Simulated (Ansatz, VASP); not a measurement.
## Two plane-wave programs on CO2

```
C O
1.0
     5.62000    0.00000    0.00000
     0.00000    5.62000    0.00000
     0.00000    0.00000    5.62000
C O
4 8
Direct
  0.00000 0.00000 0.00000
  0.50000 0.00000 0.50000
  0.50000 0.50000 0.00000
  0.00000 0.50000 0.50000
  0.11300 0.11300 0.11300
  0.38700 0.88700 0.61300
  0.61300 0.38700 0.88700
  0.88700 0.61300 0.38700
  0.88700 0.88700 0.88700
  0.61300 0.11300 0.38700
  0.38700 0.61300 0.11300
  0.11300 0.38700 0.61300
```

Alike in both runs: task electric field gradients; functional PBE; k mesh 4 × 4 × 4; occupations fermi-dirac, width 0.02 eV; no spin polarisation.

|  | VASP | Ansatz |
| --- | --- | --- |
| version | VASP 6.6.1 | Ansatz 0.2.0 |
| potentials or method | VASP PAW PBE potentials, release 64 (C, O) | plane-wave PAW, scalar-relativistic |
| plane-wave cutoff (eV) | 520 | 420 |
| valence electrons in the cell | 64 | 64 |

```csv
,VASP,Ansatz,Ansatz less VASP
gap on the k mesh at the Fermi level (eV),7.34,7.34,+0.008
pressure (GPa),27.0,24.6,-2.41
rms of the force components (eV/Å),4.723,4.229,-0.4946
size of Vzz on the site where it differs most (V/Å²),54.5,32.9,-21.61
```

Atom by atom the forces differ by 0.495 eV/Å (rms over components).

Noted on VASP's run: the standard files for N, O and F lose accuracy on very short bonds.
